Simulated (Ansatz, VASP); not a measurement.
# BeTe: VASP beside Ansatz

File INCAR:

```
SYSTEM = BeTe
PREC = Accurate
ENCUT = 520
EDIFF = 1E-7
ISMEAR = 0
SIGMA = 0.01
LREAL = .FALSE.
LASPH = .TRUE.
NELM = 80
ALGO = Normal
ISIF = 2
LWAVE = .FALSE.
LCHARG = .TRUE.
GGA = PE
LELF = .TRUE.
LVHAR = .TRUE.
NBANDS = 16
```

Contents of KPOINTS:

```
Automatic mesh
0
G
  6 6 4
  0 0 0
```

POSCAR

```
BeTe
1.0
    3.9923109373      0.0000000000      0.0000000000
   -1.9961554687      3.4574426915      0.0000000000
    0.0000000000      0.0000000000      8.6688879866
Be Te
2 2
Direct
    0.3333333333      0.6666666667      0.2500000000
    0.6666666667      0.3333333333      0.7500000000
    0.6666666667      0.3333333333      0.2500000000
    0.3333333333      0.6666666667      0.7500000000
```

Input for Ansatz:

```yaml
crystal:
  lattice:
    - [3.9923109373, 0.0, 0.0]
    - [-1.9961554687, 3.4574426915, 0.0]
    - [0.0, 0.0, 8.6688879866]
  atoms:
    - { symbol: Be, position: [0.3333333333, 0.6666666667, 0.25] }
    - { symbol: Be, position: [0.6666666667, 0.3333333333, 0.75] }
    - { symbol: Te, position: [0.6666666667, 0.3333333333, 0.25] }
    - { symbol: Te, position: [0.3333333333, 0.6666666667, 0.75] }
kpoints:
  mp_grid: { grid: [6, 6, 4] }
hamiltonian:
  xc: pbe
scf:
  occupations: { method: fixed }
  n_extra_bands: 5
output:
  forces: true
  stress: true
  eigenvalues: true
```

Alike in both runs: task single point; functional PBE; k mesh 6 × 6 × 4; no spin polarisation.

|  | VASP | Ansatz |
| --- | --- | --- |
| version | VASP 6.6.1 | Ansatz 0.2.0 |
| potentials or method | VASP PAW PBE potentials, release 64 (Be, Te) | plane waves, PAW |
| plane-wave cutoff (eV) | 520 | 420 |
| occupations | gaussian, width 0.01 eV | fixed |
| valence electrons in the cell | 16 | 36 |

```csv
,VASP,Ansatz,Ansatz less VASP
gap on the k mesh at the Fermi level (eV),2.72,2.72,+0.003
pressure (GPa),1.4,1.2,-0.14
"traceless stress, the component that is largest in VASP (GPa)",-1.32,-1.18,+0.139
```

VASP's potentials hold 16 valence electrons a cell and Ansatz's 36, so a difference there can come from the potentials and not from the codes.

Neither program's run includes spin-orbit coupling.
